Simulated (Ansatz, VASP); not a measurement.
KMgF3: VASP beside Ansatz

Contents of INCAR:

```
SYSTEM = KMgF3
ALGO = Normal
EDIFF = 1E-6
ENCUT = 520
GGA = PS
ISIF = 2
ISMEAR = 0
LASPH = .True.
LCHARG = .False.
LREAL = .False.
LWAVE = .False.
NBANDS = 24
NELM = 80
PREC = Accurate
SIGMA = 0.05
```

The input KPOINTS:

```
k-points
0
Gamma
  6 6 6
  0 0 0
```

Contents of POSCAR:

```
KMgF3
1.0
    4.4742467105      0.0000000000      0.0000000000
    0.0000000000      4.4742467105      0.0000000000
    0.0000000000      0.0000000000      3.1632924243
K Mg F
1 1 3
Direct
    0.5000000000      0.5000000000      0.5000000000
    0.0000000000      0.0000000000      0.0000000000
    0.5000000000      0.0000000000      0.0000000000
    0.0000000000      0.5000000000      0.0000000000
    0.0000000000      0.0000000000      0.5000000000
```

Input for Ansatz:

```yaml
crystal:
  lattice:
    - [4.4742467105, 0.0, 0.0]
    - [0.0, 4.4742467105, 0.0]
    - [0.0, 0.0, 3.1632924243]
  atoms:
    - { symbol: K, position: [0.5, 0.5, 0.5] }
    - { symbol: Mg, position: [0.0, 0.0, 0.0] }
    - { symbol: F, position: [0.5, 0.0, 0.0] }
    - { symbol: F, position: [0.0, 0.5, 0.0] }
    - { symbol: F, position: [0.0, 0.0, 0.5] }
basis:
  ecutwfc: 420
kpoints:
  mp_grid: { grid: [6, 6, 6] }
hamiltonian:
  xc: pbesol
scf:
  occupations: { method: gaussian, width: 0.05 }
output:
  forces: true
  stress: true
  eigenvalues: true
```

Alike in both runs: task single point; functional PBEsol; k mesh 6 × 6 × 6; occupations gaussian, width 0.05 eV; no spin polarisation.

```csv
,VASP,Ansatz
version,VASP 6.6.1,Ansatz 0.2.0
potentials or method,"VASP PAW PBE potentials, release 64 (K_sv, Mg, F), cutoff 520 eV","scalar-relativistic, plane waves, PAW"
valence electrons in the cell,32,40
```

VASP gave:

| Property | Result |
| --- | --- |
| gap on the k mesh at the Fermi level (eV) | 6.65 |
| least direct gap on the mesh (eV) | 6.65 |
| pressure (GPa) | 18.3 |
| traceless stress, the component that is largest in VASP (GPa) | 50.73 |

Task: Which values does Ansatz return?

Result: gap on the k mesh at the Fermi level (eV): 6.67; least direct gap on the mesh (eV): 6.67; pressure (GPa): 17.6; traceless stress, the component that is largest in VASP (GPa): 48.75.

VASP's potentials were made for PBE, not for PBEsol. VASP's potentials hold 32 valence electrons a cell and Ansatz's 40, so a difference there can come from the potentials and not from the codes.
